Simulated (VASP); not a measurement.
A run of VASP 6.6.1:

Contents of INCAR:

```
PREC = Accurate
ENCUT = 520
EDIFF = 1E-7
ISMEAR = 0
SIGMA = 0.05
LREAL = Auto
LASPH = True
NELM = 60
ALGO = Normal
ISIF = 2
LWAVE = False
LCHARG = False
LDIPOL = True
IDIPOL = 3
DIPOL = 0.5 0.5 0.500
GGA = PS
NBANDS = 88
```

File KPOINTS:

```
Automatic mesh
0
Gamma
  6 6 1
```

The input POSCAR:

```
Li3Nb2O6
1.0
    5.1951977330      0.0000000000      0.0000000000
   -2.5975988665      4.4991732145      0.0000000000
    0.0000000000      0.0000000000     25.1187403668
Li O Nb
6 12 4
Direct
    0.3333333333      0.6666666667      0.3179896233
    0.0000000000      0.0000000000      0.3799788582
    0.0000000000      0.0000000000      0.4912460428
    0.6666666667      0.3333333333      0.5087539510
    0.6666666667      0.3333333333      0.6200211199
    0.3333333333      0.6666666667      0.6820103800
    0.3539227511      0.3744415162      0.3598399075
    0.6255584838      0.9794812349      0.3598399075
    0.0205187651      0.6460772489      0.3598399075
    0.6648955204      0.6438452596      0.4482127695
    0.3561547404      0.0210502608      0.4482127695
    0.9789497392      0.3351044796      0.4482127695
    0.0017711314      0.6894880601      0.5517872351
    0.3105119399      0.3122830713      0.5517872351
    0.6877169287      0.9982288686      0.5517872351
    0.3127439163      0.9588918113      0.6401600940
    0.0411081887      0.3538521049      0.6401600940
    0.6461478951      0.6872560837      0.6401600940
    0.6666666667      0.3333333333      0.3940167383
    0.3333333333      0.6666666667      0.4197659299
    0.3333333333      0.6666666667      0.5802340727
    0.0000000000      0.0000000000      0.6059832657
```

Potentials or basis: VASP PAW PBE potentials, release 64 (Li_sv, O, Nb_sv).

The run is started by

```sh
$ cat potpaw_PBE.64/Li_sv/POTCAR potpaw_PBE.64/O/POTCAR potpaw_PBE.64/Nb_sv/POTCAR > POTCAR
$ mpirun -np 1 vasp_std > vasp.out
```

Hardware: 1 thread of Intel(R) Xeon(R) Platinum 8259CL CPU @ 2.50GHz (Skylake/Cascade Lake), on a shared host.

Question: How long does it take, and how much memory?

Answer: It took 19 min on 1 thread of Intel(R) Xeon(R) Platinum 8259CL CPU @ 2.50GHz (Skylake/Cascade Lake), with other jobs on the host, peak memory 0.77 GiB. Counts: scf iterations 29, k points 8.
